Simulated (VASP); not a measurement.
Write the native input for VASP 6.6.1 that does the following.

| Quantity | Value |
| --- | --- |
| Task | single point |
| Functional | PBEsol |
| Potentials or basis | VASP PAW PBE potentials, release 64 (Cs_sv) |
| Cutoff | 500 eV |
| k mesh | 5 × 5 × 5 |
| Occupations | fermi-dirac, width 0.05 eV |
| Spin | no spin polarisation |
| Dipole correction | no |
| Further INCAR settings | ALGO = Normal; EDIFF = 1e-06; NBANDS = 10 |

The structure of Cs lies in POSCAR:

```
Cs
1.0
   -1.8343464525      1.8343464525      1.8343464525
    1.8343464525     -1.8343464525      1.8343464525
    1.8343464525      1.8343464525     -1.8343464525
Cs
1
Direct
    0.0000000000      0.0000000000      0.0000000000
```

One way to write it, as run:

INCAR

```
ALGO = Normal
EDIFF = 1E-6
ENCUT = 500
GGA = PS
GGA_COMPAT = False
ISIF = 2
ISMEAR = -1
LASPH = True
LCHARG = False
LREAL = False
LWAVE = False
NBANDS = 10
NELM = 120
PREC = Accurate
SIGMA = 0.05
```

KPOINTS

```
k-points
0
Gamma
  5 5 5
```

Potentials or basis: VASP PAW PBE potentials, release 64 (Cs_sv).

Launch:

```sh
$ cat potpaw_PBE.64/Cs_sv/POTCAR > POTCAR
$ mpirun -np 1 vasp_std > vasp.out
```

Results of the run:

| Quantity | Value |
| --- | --- |
| Pressure | 32.3 GPa |
| Band gap on the k mesh | zero (an odd number of electrons rules out a gap without spin polarisation) |

Caveat: the k points lie up to 0.48 Å⁻¹ apart, too coarse for converged energies and pressures of a metal; the PAW data sets were made with another functional, which shifts forces and pressure a little; spin-orbit coupling is left out, which moves the levels of the heavy elements.

Run time: 1.8 s on 1 thread of Intel(R) Xeon(R) 6975P-C (Granite Rapids) (shared host), peak memory 0.12 GiB.
